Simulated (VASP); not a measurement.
Here is a VASP 6.6.1 calculation.

File INCAR:

```
SYSTEM = GaSb3
ALGO     = Normal         ! electronic algorithm
EDIFF    = 1E-6           ! SCF threshold, eV
ENCUT    = 520            ! plane-wave cutoff, eV
GGA      = PS             ! functional
ISIF     = 2              ! what is computed and relaxed
ISMEAR   = 0              ! smearing method
LASPH    = .TRUE.         ! aspherical terms in the spheres
LCHARG   = .FALSE.        ! write CHGCAR
LREAL    = .FALSE.        ! projectors in reciprocal space
LWAVE    = .FALSE.        ! write WAVECAR
NBANDS   = 22             ! bands
NELM     = 80             ! most SCF steps
PREC     = Accurate       ! precision mode
SIGMA    = 0.15           ! smearing width, eV
```

Contents of KPOINTS:

```
k-points
0
G
  10 10 10
  0 0 0
```

File POSCAR:

```
GaSb3
1.0
    0.0000000000      3.6127335807      3.5173574142
    3.6127335807      0.0000000000      3.5173574142
    3.6127335807      3.6127335807      0.0000000000
Ga Sb
1 3
Direct
    0.0000000000      0.0000000000      0.0000000000
    0.2500000000      0.2500000000      0.2500000000
    0.7500000000      0.7500000000      0.7500000000
    0.5000000000      0.5000000000      0.5000000000
```

Potentials or basis: VASP PAW PBE potentials, release 64 (Ga_d, Sb).

Launch:

```console
$ cat potpaw_PBE.64/Ga_d/POTCAR potpaw_PBE.64/Sb/POTCAR > POTCAR
$ mpirun -np 1 vasp_std > vasp.out
```

Problem. What does it give for the pressure?

Solution. 4.1 GPa.

Problem. Predict the band gap on the k mesh.

Solution. Zero (band 14 reaches 10.62 eV, above the bottom of band 15 at 6.21 eV).

Stress tensor (GPa, compression positive):
```
3.68 0.00 0.00
0.00 3.68 0.00
0.00 0.00 5.01
```

Caveat: the PAW data sets were made with another functional, which shifts forces and pressure a little; spin-orbit coupling is left out, which moves the levels of the heavy elements.
